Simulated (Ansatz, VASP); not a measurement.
## Li2C in VASP and in Ansatz

Contents of INCAR:

```
SYSTEM = Li2C
PREC = Accurate
ENCUT = 520
EDIFF = 1E-6
ISMEAR = 0
SIGMA = 0.1
LREAL = .FALSE.
LASPH = .TRUE.
NELM = 60
ALGO = Normal
ISIF = 2
LWAVE = .FALSE.
LCHARG = .FALSE.
GGA = PE
NBANDS = 12
```

File KPOINTS:

```
Automatic mesh
0
G
  8 8 8
  0 0 0
```

File POSCAR:

```
Li2C
1.0
   -1.4622279810      1.4622279810      3.5870280160
    1.4622279810     -1.4622279810      3.5870280160
    1.4622279810      1.4622279810     -3.5870280160
Li C
2 1
Direct
    0.6650000000      0.6650000000      0.0000000000
    0.3350000000      0.3350000000      0.0000000000
    0.0000000000      0.0000000000      0.0000000000
```

Input for Ansatz:

```yaml
crystal:
  lattice:
    - [-1.462227981, 1.462227981, 3.587028016]
    - [1.462227981, -1.462227981, 3.587028016]
    - [1.462227981, 1.462227981, -3.587028016]
  atoms:
    - { symbol: Li, position: [0.665, 0.665, 0.0] }
    - { symbol: Li, position: [0.335, 0.335, 0.0] }
    - { symbol: C, position: [0.0, 0.0, 0.0] }
basis:
  ecutwfc: 420
kpoints:
  mp_grid: { grid: [8, 8, 8] }
hamiltonian:
  xc: pbe
scf:
  occupations: { method: gaussian, width: 0.1 }
  lower_state_search: "off"
output:
  forces: true
  stress: true
  eigenvalues: true
```

Alike in both runs: task single point; functional PBE; k mesh 8 × 8 × 8; occupations gaussian, width 0.1 eV; no spin polarisation.

|  | VASP | Ansatz |
| --- | --- | --- |
| version | VASP 6.6.1 | Ansatz 0.2.0 |
| potentials or method | VASP PAW PBE potentials, release 64 (Li_sv, C), cutoff 520 eV | scalar-relativistic, plane waves, PAW |
| valence electrons in the cell | 10 | 10 |

```tsv
	VASP	Ansatz	Ansatz less VASP
gap on the k mesh at the Fermi level (eV)	none	none	-
rms of the force components (eV/Å)	0.290	0.289	-0.0009
```

Atom by atom the forces differ by 0.001 eV/Å (rms over components). A gap of «none» marks a metal or a gap that the smearing closes. With one functional, cell and mesh, what is left measures potentials, basis and numerics.

The k mesh is coarse, so the values compare programs but aren't converged. Noted on VASP's run: the cutoff is short for stress, so the pressure is rough.
